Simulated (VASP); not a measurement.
Input of a VASP 6.6.1 run:

Contents of INCAR:

```
SYSTEM = Mg2O
PREC     = Accurate       ! precision mode
ENCUT    = 520            ! plane-wave cutoff, eV
EDIFF    = 1E-7           ! SCF threshold, eV
ISMEAR   = -1             ! smearing method
SIGMA    = 0.06122561905347299 ! smearing width, eV
LREAL    = .False.        ! projectors in reciprocal space
LASPH    = .True.         ! aspherical terms in the spheres
NELM     = 80             ! most SCF steps
ALGO     = Normal         ! electronic algorithm
ISIF     = 2              ! what is computed and relaxed
LWAVE    = .False.        ! write WAVECAR
LCHARG   = .True.         ! write CHGCAR
GGA      = PE             ! functional
LELF     = .True.         ! ELF
LVHAR    = .True.       
NBANDS   = 12             ! bands
```

Contents of KPOINTS:

```
regular mesh
0
Gamma
  33 33 33
  0 0 0
```

The input POSCAR:

```
Mg2O
1.0
    0.0000000000      2.7815920611      2.7815920611
    2.7815920611      0.0000000000      2.7815920611
    2.7815920611      2.7815920611      0.0000000000
Mg O
2 1
Direct
    0.2500000000      0.2500000000      0.2500000000
    0.7500000000      0.7500000000      0.7500000000
    0.0000000000      0.0000000000      0.0000000000
```

Potentials or basis: VASP PAW PBE potentials, release 64 (Mg, O).

Launch:

```sh
$ cat potpaw_PBE.64/Mg/POTCAR potpaw_PBE.64/O/POTCAR > POTCAR
$ mpirun -np 1 vasp_std > vasp.out
```

Q: What does it give for the pressure?

A: 2.3 GPa.
